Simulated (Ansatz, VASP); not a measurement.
One calculation of WS2, two programs

```
W S
1.0
     3.18352    0.00000    0.00000
    -1.59176    2.75701    0.00000
     0.00000    0.00000   16.95058
W S
1 2
Direct
  0.31837 0.66346 0.99717
  0.66367 0.28650 0.90607
  0.72328 0.34574 0.09493
```

Alike in both runs: task single point; functional LDA; k mesh 6 × 6 × 1; no spin polarisation.

|  | VASP | Ansatz |
| --- | --- | --- |
| version | VASP 6.6.1 | Ansatz 0.2.0 |
| potentials or method | VASP PAW LDA potentials, release 64 (W_sv, S), cutoff 500 eV | plane waves, PAW |
| occupations | methfessel-paxton of order 1, width 0.1 eV | cold, width 0.1 eV |
| valence electrons in the cell | 26 | 26 |

```tsv
	VASP	Ansatz	Ansatz less VASP
rms of the force components (eV/Å)	1.447	1.447	-0.0009
```

LDA's correlation is that of Perdew and Zunger in VASP and of Perdew and Wang (1992) in Ansatz. Atom by atom the forces differ by 0.021 eV/Å (rms over components).

Spin-orbit coupling is off throughout.
